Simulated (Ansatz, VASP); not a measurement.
## Al in VASP and in Ansatz

The input INCAR:

```
SYSTEM = Al
PREC     = Accurate       ! precision mode
ENCUT    = 600            ! plane-wave cutoff, eV
EDIFF    = 1E-7           ! SCF threshold, eV
ISMEAR   = 0              ! smearing method
SIGMA    = 0.1            ! smearing width, eV
LREAL    = .False.        ! projectors in reciprocal space
LASPH    = .True.         ! aspherical terms in the spheres
NELM     = 80             ! most SCF steps
ALGO     = Fast           ! electronic algorithm
ISIF     = 3              ! what is computed and relaxed
LWAVE    = .False.        ! write WAVECAR
LCHARG   = .False.        ! write CHGCAR
GGA      = PE             ! functional
IBRION   = 2              ! ionic algorithm
NSW      = 80             ! ionic steps
EDIFFG   = -0.01          ! ionic threshold
```

Contents of KPOINTS:

```
regular mesh
0
Gamma
  12 12 10
  0 0 0
```

POSCAR

```
Al
1.0
    2.2740600258     -3.8492825491      0.0000000000
    2.2740600258      3.8492825491      0.0000000000
    0.0000000000      0.0000000000      4.5642593671
Al
4
Direct
    0.6562923084      0.3437076916      0.4174800566
    0.8437076916      0.1562923084      0.9174800566
    0.3437076916      0.6562923084      0.5825199434
    0.1562923084      0.8437076916      0.0825199434
```

Input for Ansatz:

```yaml
crystal:
  lattice:
    - [2.2740600258, -3.8492825491, 0.0]
    - [2.2740600258, 3.8492825491, 0.0]
    - [0.0, 0.0, 4.5642593671]
  atoms:
    - { symbol: Al, position: [0.6562923084, 0.3437076916, 0.4174800566] }
    - { symbol: Al, position: [0.8437076916, 0.1562923084, 0.9174800566] }
    - { symbol: Al, position: [0.3437076916, 0.6562923084, 0.5825199434] }
    - { symbol: Al, position: [0.1562923084, 0.8437076916, 0.0825199434] }
basis:
  ecutwfc: 420
kpoints:
  mp_grid: { grid: [12, 12, 10] }
hamiltonian:
  xc: pbe
scf:
  occupations: { method: gaussian, width: 0.1 }
output:
  forces: true
  stress: true
  eigenvalues: true
relax:
  adjacent_minimum: "off"
  f_tol: 0.01
  max_steps: 60
  cell: { stress_tol: 0.1 }
```

Alike in both runs: task relaxation of cell and atoms; functional PBE; k mesh 12 × 12 × 10; occupations gaussian, width 0.1 eV; no spin polarisation.

|  | VASP | Ansatz |
| --- | --- | --- |
| version | VASP 6.6.1 | Ansatz 0.2.0 |
| potentials or method | VASP PAW PBE potentials, release 64 (Al), cutoff 600 eV | scalar-relativistic, plane waves, PAW |
| valence electrons in the cell | 12 | 12 |

VASP gave:

| Quantity | Value |
| --- | --- |
| gap on the k mesh at the Fermi level, each at its own relaxed structure (eV) | none |
| relaxed volume (Å³/atom) | 20.50 |
| relaxed cell length with the largest relative difference (Å) | 4.580 |

Estimate Ansatz's values.

gap on the k mesh at the Fermi level, each at its own relaxed structure (eV): none; relaxed volume (Å³/atom): 20.50; relaxed cell length with the largest relative difference (Å): 4.578.

A gap of «none» marks a metal or a gap that the smearing closes.
